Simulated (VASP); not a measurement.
SiO2:

```
Si O
1.0
     4.98200    0.00000    0.00000
     0.00000    4.98200    0.00000
     0.00000    0.00000    6.96300
Si O
4 8
Cartesian
  1.4895 1.4895 0.0000
  1.0015 3.9805 1.7408
  3.4925 3.4925 3.4815
  3.9805 1.0015 5.2222
  1.1951 0.5155 1.2403
  1.9755 3.6861 2.9811
  3.7869 4.4665 4.7218
  3.0065 1.2959 6.4626
  3.6861 1.9755 3.9819
  4.4665 3.7869 2.2412
  1.2959 3.0065 0.5004
  0.5155 1.1951 5.7227
```

* Program: VASP 6.6.1
* Task: relaxation of cell and atoms
* Functional: RPBE
* Potentials or basis: VASP PAW PBE potentials, release 64 (Si, O)
* Cutoff: 600 eV
* k mesh: 4 × 4 × 3
* Occupations: gaussian, width 0.01 eV
* Spin: no spin polarisation

At the start: pressure 8.6 GPa; volume 14.40 Å³/atom.

Task: Where does the relaxation end?

Result: Over 63 steps the energy falls by 20.9 meV/atom and the volume is 15.79 Å³/atom (+9.7 %); space group P4_12_12 (No. 92, to 0.1 Å) before and after.

Step by step:
```csv
step,energy change (eV),largest force (eV/Å),pressure (GPa),volume (Å³)
1,0.0000,0.5089,8.57,172.82
3,-0.2237,0.1572,0.08,180.85
5,-0.2155,0.3816,-0.21,181.40
7,-0.2276,0.0579,0.05,181.12
9,-0.2279,0.1736,-0.14,182.91
11,-0.2318,0.0668,0.04,182.17
13,-0.2372,0.1279,0.73,183.39
15,-0.2386,0.1014,0.68,183.68
17,-0.2423,0.0639,0.45,185.02
19,-0.2426,0.1044,0.37,185.52
21,-0.2446,0.0650,-0.12,186.61
23,-0.2455,0.0598,-0.20,186.94
25,-0.2499,0.0381,-0.18,188.26
27,-0.2502,0.0441,-0.17,188.71
29,-0.2506,0.0303,0.02,188.59
31,-0.2509,0.0251,0.18,188.54
33,-0.2513,0.0077,-0.01,188.97
35,-0.2513,0.0037,0.00,188.92
37,-0.2513,0.0110,-0.06,189.04
39,-0.2513,0.0057,-0.03,188.99
41,-0.2513,0.0039,-0.02,189.00
43,-0.2513,0.0071,-0.01,189.02
45,-0.2513,0.0048,0.00,189.02
47,-0.2513,0.0081,0.02,189.01
49,-0.2513,0.0050,0.01,189.06
51,-0.2513,0.0096,-0.01,189.29
53,-0.2514,0.0056,0.01,189.24
55,-0.2514,0.0101,0.03,189.29
57,-0.2514,0.0060,0.03,189.35
59,-0.2514,0.0052,0.03,189.44
61,-0.2514,0.0026,-0.01,189.52
63,-0.2514,0.0020,0.00,189.52
```

Final structure:
```
CELL_PARAMETERS angstrom
5.13715 0.00000 0.00000
0.00000 5.13715 0.00000
0.00000 0.00000 7.18145
ATOMIC_POSITIONS crystal
Si 0.29006 0.29006 0.00000
Si 0.20994 0.79006 0.25000
Si 0.70994 0.70994 0.50000
Si 0.79006 0.20994 0.75000
O 0.24254 0.08556 0.17030
O 0.41444 0.74254 0.42030
O 0.75746 0.91444 0.67030
O 0.58556 0.25746 0.92030
O 0.74254 0.41444 0.57970
O 0.91444 0.75746 0.32970
O 0.25746 0.58556 0.07970
O 0.08556 0.24254 0.82970
```

Caveat: the PAW data sets were made with another functional, which shifts forces and pressure a little.
